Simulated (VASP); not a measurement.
# ScAl2As3 (P1) in VASP: relaxation of cell and atoms with PBEsol

Aim: the relaxation of cell and atoms of ScAl2As3 with PBEsol.

Everything below comes from runs of VASP 6.6.1. Logs are shortened: lines on timing, memory, paths and dates and some standing lists are left out, and cuts for length are marked.

### 1 The cell of the first run

The typed cell holds 6 atoms: a = 6.504 Å, b = 6.483 Å, c = 6.494 Å, α = 146.23°, β = 131.13°, γ = 60.69°.

### 2 Relaxation of cell and atoms, PBEsol

INCAR reads:

```
PREC = Accurate
ENCUT = 600
EDIFF = 1E-7
ISMEAR = -1
SIGMA = 0.05
LREAL = False
LASPH = True
NELM = 60
ALGO = Normal
ISIF = 3
LWAVE = False
LCHARG = False
GGA = PS
IBRION = 2
NSW = 100
EDIFFG = -0.01
```

KPOINTS reads:

```
Automatic mesh
0
Gamma
  6 6 6
```

POSCAR reads:

```
ScAl2As3
1.0
   -1.8897497355      2.6944069081      5.6098434914
    1.8749354199     -2.6794956870      5.5978081152
    1.8947296375      2.6829317416     -5.6027029550
Sc Al As
1 2 3
Direct
   -0.0321634355     -0.0270051386     -0.0295355464
    0.6382225998      0.7262502608      0.0242366358
    0.3452677225      0.3540758035      0.0321930405
    0.4396672864      0.0159038164      0.4917165401
    0.1699430589      0.6385600073      0.4713400447
    0.8402963562      0.3300457358      0.5260041511
```

Potentials or basis: VASP PAW PBE potentials, release 64 (Sc_sv, Al, As).

Launch:

```console
cat potpaw_PBE.64/Sc_sv/POTCAR potpaw_PBE.64/Al/POTCAR potpaw_PBE.64/As/POTCAR > POTCAR
mpirun -np 1 vasp_std > vasp.out
```

OUTCAR:

```text
PREC = Accurate
   ENCUT = 600
   EDIFF = 1E-7
   ISMEAR = -1
   LREAL = False
   LASPH = True
   NELM = 60
   ISIF = 3
   GGA = PS
   IBRION = 2
   NSW = 100
   EDIFFG = -0.01

 ion  position               nearest neighbor table
   1  0.968  0.973  0.970-   4 2.56   6 2.57   6 2.69   5 2.74   4 2.83   5 2.84
   2  0.638  0.726  0.024-   6 2.42   5 2.53   6 2.70   4 2.78   4 2.88   5 2.89
   3  0.345  0.354  0.032-   4 2.50   5 2.51   4 2.56   6 2.66   6 2.73   5 2.78
   4  0.440  0.016  0.492-   3 2.50   1 2.56   3 2.56   2 2.78   1 2.83   2 2.88
   5  0.170  0.639  0.471-   3 2.51   2 2.53   1 2.74   3 2.78   1 2.84   2 2.89
   6  0.840  0.330  0.526-   2 2.42   1 2.57   3 2.66   1 2.69   2 2.70   3 2.73

  LATTYP: Found a triclinic cell.
 ALAT       =     6.4982988278
 B/A-ratio  =     0.8275005258
 C/A-ratio  =     0.5801010235
 COS(alpha) =     0.0018358628
 COS(beta)  =     0.2885515391
 COS(gamma) =     0.4165741276

  Lattice vectors:

 A1 = (  -1.8799153219,  -2.6978429627,  -5.6049486516)
 A2 = (  -0.0049799020,  -5.3773386497,  -0.0071405364)
 A3 = (  -3.7696650574,  -0.0034360546,   0.0048948398)

Analysis of symmetry for initial positions (statically):
=====================================================================
 Subroutine PRICEL returns:
 Original cell was already a primitive cell.

 Routine SETGRP: Setting up the symmetry group for a
 triclinic supercell.

 Subroutine GETGRP returns: Found  1 space group operations
 (whereof  1 operations were pure point group operations)
 out of a pool of  2 trial point group operations.

The static configuration has the point symmetry C_1 .

Analysis of symmetry for dynamics (positions and initial velocities):
=====================================================================
 Subroutine PRICEL returns:
 Original cell was already a primitive cell.

 Routine SETGRP: Setting up the symmetry group for a
 triclinic supercell.

 Subroutine GETGRP returns: Found  1 space group operations
 (whereof  1 operations were pure point group operations)
 out of a pool of  2 trial point group operations.

The dynamic configuration has the point symmetry C_1 .

 Subroutine INISYM returns: Found  1 space group operations
 (whereof  1 operations are pure point group operations),
 and found     1 'primitive' translations

----------------------------------------------------------------------------------------

                                     Primitive cell

  volume of cell :     113.5933

  direct lattice vectors                    reciprocal lattice vectors
    -1.889749735  2.694406908  5.609843491    -0.000053865  0.185847496  0.088977426
     1.874935420 -2.679495687  5.597808115     0.265392203 -0.000364725  0.089576039
     1.894729638  2.682931742 -5.602702955     0.265106408  0.185719949  0.000103328

  length of vectors
     6.503947005  6.483096148  6.494490244     0.206049210  0.280101805  0.323687067

  position of ions in fractional coordinates (direct lattice)
     0.967836564  0.972994861  0.970464454
     0.638222600  0.726250261  0.024236636
     0.345267722  0.354075804  0.032193040
     0.439667286  0.015903816  0.491716540
     0.169943059  0.638560007  0.471340045
     0.840296356  0.330045736  0.526004151

  ion indices of the primitive-cell ions
   primitive index   ion index
                 1           1
                 2           2
                 3           3
                 4           4
                 5           5
                 6           6

----------------------------------------------------------------------------------------

 KPOINTS: Automatic mesh

Automatic generation of k-mesh.
 Grid dimensions read from file:
 generate k-points for:    6    6    6

 Generating k-lattice:

  Cartesian coordinates                     Fractional coordinates (reciprocal lattice)
    -0.000008977  0.030974583  0.014829571     0.166666667 -0.000000000  0.000000000
     0.044232034 -0.000060787  0.014929340     0.000000000  0.166666667  0.000000000
     0.044184401  0.030953325  0.000017221    -0.000000000 -0.000000000  0.166666667

  Length of vectors
     0.034341535  0.046683634  0.053947845

  Shift w.r.t. Gamma in fractional coordinates (k-lattice)
     0.000000000  0.000000000  0.000000000

 Subroutine IBZKPT returns following result:
 ===========================================

 Found    112 irreducible k-points:

 Following reciprocal coordinates:
            Coordinates               Weight
  0.000000  0.000000  0.000000      1.000000
  0.166667  0.000000 -0.000000      2.000000
  0.333333  0.000000 -0.000000      2.000000
  0.500000  0.000000 -0.000000      1.000000
  0.000000  0.166667  0.000000      2.000000
  0.166667  0.166667 -0.000000      2.000000
[... 16 lines left out ...]
  0.333333  0.000000  0.166667      2.000000
  0.500000  0.000000  0.166667      2.000000
 [... further k-points ...]
   k-points           NKPTS =    112   k-points in BZ     NKDIM =    112   number of bands    NBANDS=     20
   number of dos      NEDOS =    301   number of ions     NIONS =      6
   total plane-waves  NPLWV = 157464
   dimension x,y,z NGX =    54 NGY =   54 NGZ =   54
   dimension x,y,z NGXF=   108 NGYF=  108 NGZF=  108
   ions per type =               1   2   3
   NGX,Y,Z   is equivalent  to a cutoff of  13.80, 13.85, 13.82 a.u.
   NGXF,Y,Z  is equivalent  to a cutoff of  27.61, 27.69, 27.65 a.u.
 SYSTEM =  unknown system
   PREC   = accura    normal or accurate (medium, high low for compatibility)
   ISTART =      0    job   : 0-new  1-cont  2-samecut
   ICHARG =      2    charge: 1-file 2-atom 10-const
   ISPIN  =      1    spin polarized calculation?
   LNONCOLLINEAR =      F non collinear calculations
   LSORBIT =      F    spin-orbit coupling
   LASPH  =      T    aspherical Exc in radial PAW
   ENCUT  =  600.0 eV  44.10 Ry    6.64 a.u.  12.99 12.95 12.97*2*pi/ulx,y,z
   NELM   =     60;   NELMIN=  2; NELMDL= -5     # of ELM steps
   EDIFF  = 0.1E-06   stopping-criterion for ELM
   LREAL  =      F    real-space projection
   EDIFFG = -.1E-01   stopping-criterion for IOM
   NSW    =    100    number of steps for IOM
   IBRION =      2    ionic relax: 0-MD 1-quasi-New 2-CG
   NFREE  =      1    steps in history (QN), initial steepest desc. (CG)
   ISIF   =      3    stress and relaxation
   ISYM   =      2    0-nonsym 1-usesym 2-fastsym
   POTIM  = 0.5000    time-step for ionic-motion
   TEBEG  =    0.0;   TEEND  =   0.0 temperature during run
   PSTRESS=    0.0 pullay stress
   NELECT =      32.0000    total number of electrons
   NUPDOWN=      -1.0000    fix difference up-down
   EMIN   =  10.00;   EMAX   =-10.00  energy-range for DOS
   EFERMI =   0.00;   METHOD = LEGACY
   ISMEAR =    -1;   SIGMA  =   0.05  broadening in eV -4-tet -1-fermi 0-gaus
   EFERMI_NEDOS =   21; number of points for ismear=-14 and -15
   IALGO  =     38    algorithm
   IMIX   =      4    mixing-type and parameters
     AMIX     =   0.40;   BMIX     =  1.00
     AMIX_MAG =   1.60;   BMIX_MAG =  1.00
  volume/ion in A,a.u.               =      18.93       127.76
  Fermi-wavevector in a.u.,A,eV,Ry     =   1.073183  2.028022 15.670131  1.151722
  Thomas-Fermi vector in A             =   2.208975
   LORBIT       =      0    0 simple, 1 ext, 2 COOP (PROOUT), +10 PAW based schemes
   GGA     = PS    functional components
   LHFCALC =     F    Hartree Fock is set to
   AEXX    =    0.0000 exact exchange contribution
   IVDW    =     0    specifies the selected vdW correction
   LEPSILON=     F    determine dielectric tensor
   LRPA    =     F    only Hartree local field effects (RPA)
 conjugate gradient relaxation of ions
 non-spin polarized calculation
  energy-cutoff  :      600.00
  volume of cell :      113.59
 maximum number of plane-waves:      3814
 NGX is ok and might be reduce to    54
   NGX = 25   NGY = 25   NGZ = 25

--------------------------------------- Ionic step        1  -------------------------------------------

 number of electron      32.0000000 magnetization

 Free energy of the ion-electron system (eV)
  ---------------------------------------------------
  ext. energy  EPLUGINS =         0.00000000
  ---------------------------------------------------
  free energy    TOTEN  =       -32.93487453 eV

  energy without entropy =      -32.91941956  energy(sigma->0) =      -32.92714705

------------------------ aborting loop because EDIFF is reached ----------------------------------------

  FORCE on cell =-STRESS in cart. coord.  units (eV):
  Direction    XX          YY          ZZ          XY          YZ          ZX
  --------------------------------------------------------------------------------------
  -------------------------------------------------------------------------------------
  Total        0.9616062      1.4653999      1.4746883      0.2918563     -0.0423243      1.2322820
  in kB       13.5629744     20.6687319     20.7997402      4.1164868     -0.5969638     17.3807209
  external PRESSURE =      18.3438155 kB  Pullay stress =       0.0000000 kB
[... 101 lines left out ...]
  FREE ENERGIE OF THE ION-ELECTRON SYSTEM (eV)
  ---------------------------------------------------
  free  energy   TOTEN  =       -33.1679091016 eV

  energy  without entropy=      -33.1523214317  energy(sigma->0) =      -33.16011527

[... ionic steps 4 to 29 ...]

--------------------------------------- Ionic step       30  -------------------------------------------

 number of electron      32.0000001 magnetization

------------------------ aborting loop because EDIFF is reached ----------------------------------------

  FORCE on cell =-STRESS in cart. coord.  units (eV):
  Direction    XX          YY          ZZ          XY          YZ          ZX
  --------------------------------------------------------------------------------------
  -------------------------------------------------------------------------------------
  Total        0.0089118     -0.0084476     -0.0112872     -0.0114897      0.0039427     -0.0103263
  in kB        0.1259490     -0.1193881     -0.1595202     -0.1623816      0.0557220     -0.1459395
  external PRESSURE =      -0.0509864 kB  Pullay stress =       0.0000000 kB
[... 65 lines left out ...]
  energy  without entropy=      -33.3330712392  energy(sigma->0) =      -33.33962655

--------------------------------------- Ionic step       32  -------------------------------------------

 number of electron      32.0000001 magnetization

 Free energy of the ion-electron system (eV)
  ---------------------------------------------------
  ext. energy  EPLUGINS =         0.00000000
  ---------------------------------------------------
  free energy    TOTEN  =       -33.34621496 eV

  energy without entropy =      -33.33309245  energy(sigma->0) =      -33.33965371

 E-fermi :   5.8972     XC(G=0): -10.4179

 val. band max:        5.8541731021   @ k =  -0.3333  -0.1667   0.1667
 cond. band min:       5.9039952335   @ k =   0.5000   0.1667   0.5000
 fundamental gap:      0.0498221314
 Fermi energy:         5.8971534622

 k-point     1 :       0.0000    0.0000    0.0000
  band No.  band energies     occupation
      1     -43.6228      2.00000
      2     -22.3856      2.00000
      3     -22.3631      2.00000
      4     -22.3268      2.00000
      5      -6.9241      2.00000
      6      -4.5859      2.00000
[... 12 lines left out ...]
     19       7.5649      0.00000
[... 513 lines left out ...]
      4     -22.3444      2.00000
      5      -6.0089      2.00000
      6      -4.9454      2.00000
[... 12 lines left out ...]
     19       7.9595      0.00000
     20       8.2420      0.00000

 [... further k-points ...]

------------------------ aborting loop because EDIFF is reached ----------------------------------------

  FORCE on cell =-STRESS in cart. coord.  units (eV):
  Direction    XX          YY          ZZ          XY          YZ          ZX
  --------------------------------------------------------------------------------------
  -------------------------------------------------------------------------------------
  Total        0.0079304      0.0047667     -0.0004267     -0.0066133      0.0015566      0.0043622
  in kB        0.1120921      0.0673753     -0.0060317     -0.0934760      0.0220021      0.0616577
  external PRESSURE =       0.0578119 kB  Pullay stress =       0.0000000 kB
[... 21 lines left out ...]
  FREE ENERGIE OF THE ION-ELECTRON SYSTEM (eV)
  ---------------------------------------------------
  free  energy   TOTEN  =       -33.3462149644 eV

  energy  without entropy=      -33.3330924516  energy(sigma->0) =      -33.33965371

 reached required accuracy - stopping structural energy minimisation
```

Wall time 1.8 h (1 thread of Intel Xeon 6975P-C (Granite Rapids), shared host); peak memory 0.7 GiB.

What came out:

```yaml
Free_energy: -33.3462 eV
Relaxed_volume: 18.89 Å³/atom
Relaxed_cell: a = 6.524 Å, b = 6.522 Å, c = 6.523 Å, α = 146.83°, β = 131.12°, γ = 60.34°
Space_group_after_relaxing_to_0.1_Å: Immm (No. 71)
Energy_gained_by_relaxing: 68.6 meV/atom
Ionic_steps: 32
Pressure_after_relaxing: 0.0 GPa
Largest_force_after_relaxing: 0.010 eV/Å
Band_gap_on_the_k_mesh: zero (bands 16 and 17 overlap by 1.29 eV)
```

Forces on the atoms (eV/Å):
```
Sc   0.003  0.003  0.001
Al   0.002 -0.008  0.000
Al   0.004  0.001  0.001
As  -0.004  0.005  0.005
As   0.002 -0.003 -0.001
As  -0.008  0.002 -0.006
```

The path:
```tsv
step	energy change (eV)	largest force (eV/Å)	pressure (GPa)	volume (Å³)
1	0.0000	1.6308	1.83	113.59
2	-0.2188	0.6753	-1.93	117.18
3	-0.2330	0.4662	-2.91	118.42
4	-0.3132	0.4202	0.43	113.48
5	-0.3133	0.4165	0.39	113.52
6	-0.3454	0.2881	0.39	113.26
7	-0.3675	0.3076	0.63	112.77
8	-0.3845	0.2190	-0.70	114.35
9	-0.3850	0.2109	-0.94	114.65
10	-0.3985	0.1343	0.06	113.31
11	-0.3987	0.1365	0.20	113.13
12	-0.4030	0.0965	0.01	113.35
13	-0.4046	0.0663	-0.19	113.60
14	-0.4067	0.0620	0.18	113.14
15	-0.4068	0.0625	0.26	113.05
16	-0.4079	0.0557	-0.16	113.59
17	-0.4079	0.0561	-0.14	113.55
18	-0.4091	0.0457	-0.04	113.43
19	-0.4095	0.0520	0.06	113.31
20	-0.4101	0.0316	-0.07	113.46
21	-0.4102	0.0283	-0.14	113.55
22	-0.4105	0.0322	0.08	113.27
23	-0.4105	0.0330	0.08	113.25
24	-0.4108	0.0223	0.03	113.32
25	-0.4109	0.0196	-0.02	113.38
26	-0.4111	0.0179	0.00	113.35
27	-0.4111	0.0210	0.03	113.32
28	-0.4112	0.0130	-0.04	113.40
29	-0.4112	0.0121	-0.07	113.45
30	-0.4113	0.0119	-0.01	113.37
31	-0.4113	0.0138	0.02	113.33
32	-0.4113	0.0099	0.01	113.35
```

Final structure:
```xyz
6
Lattice="-1.8623 2.6998 5.6399 1.8601 -2.6978 5.6394 1.8632 2.6984 -5.6387" Properties=species:S:1:pos:R:3 pbc="T T T"
Sc   -1.8157    2.6344    5.5679
Al    0.0464   -0.0390    7.4296
Al    0.0454   -0.0511    3.7048
As    0.0486    2.6349   -0.0723
As    1.9076   -0.0489    1.9153
As    0.0484    2.6453    3.5817
```

Caveat: the PAW data sets were made with another functional, which shifts forces and pressure a little.

The gap in the log of VASP goes by the Fermi energy; the results here count the filled bands.